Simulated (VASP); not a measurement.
**Mg2CdTe4: single point with PBE**

The system is Mg2CdTe4.

```
Te Cd Mg
1.0
     0.00000    6.04597    0.00000
     6.04597    0.00000    0.00000
     3.02298    3.02298   -6.14051
Te Cd Mg
4 1 2
Direct
  0.37500 0.37500 0.75000
  0.62500 0.12500 0.25000
  0.87500 0.87500 0.75000
  0.12500 0.62500 0.25000
  0.00000 0.00000 0.00000
  0.75000 0.25000 0.50000
  0.50000 0.50000 0.00000
```

| Property | Result |
| --- | --- |
| Program | VASP 6.6.1 |
| Task | single point |
| Functional | PBE |
| Potentials or basis | VASP PAW PBE potentials, release 64 (Te, Cd, Mg) |
| Cutoff | 600 eV |
| k mesh | 4 × 4 × 4 |
| Occupations | fermi-dirac, width 0.0791 eV |
| Spin | no spin polarisation |

```yaml
Pressure: 8.0 GPa
Largest_force: 1.286 eV/Å
Band_gap_on_the_k_mesh: zero (band 20 reaches 3.17 eV, above the bottom of band 21 at 2.61 eV)
```

Forces in eV/Å, atoms in the order of the input:
```
Te   0.851 -0.351  0.898
Te  -0.351 -0.851 -0.898
Te  -0.851  0.351  0.898
Te   0.351  0.851 -0.898
Cd   0.000  0.000  0.000
Mg   0.000  0.000  0.000
Mg   0.000  0.000  0.000
```

Stress tensor (GPa, compression positive):
```
7.77 0.00 0.00
0.00 7.77 0.00
0.00 0.00 8.51
```

Levels at points of the mesh, in eV from the Fermi level:
```tsv
k point	band 17	band 18	band 19	band 20	band 21	band 22	band 23	band 24
(0.00, 0.00, 0.00)	-1.13	-1.13	0.37	0.40	0.40	3.05	3.08	4.28
(0.50, 0.00, 0.00)	-1.08	-0.95	-0.54	-0.37	-0.10	4.41	4.73	4.93
(0.50, 0.50, 0.00)	-0.54	-0.37	-0.17	0.04	0.24	3.24	4.36	4.58
(0.00, 0.00, 0.50)	-0.99	-0.88	-0.88	-0.15	-0.15	3.13	3.13	3.21
```

Run time: 120 s on 1 thread of Intel Xeon 6975P-C, with other jobs on the host, peak memory 0.44 GiB.

Caveat: spin-orbit coupling is left out, which moves the levels of the heavy elements; forces of over 1 eV/Å act on the atoms, so gaps and moduli don't describe the material at rest.
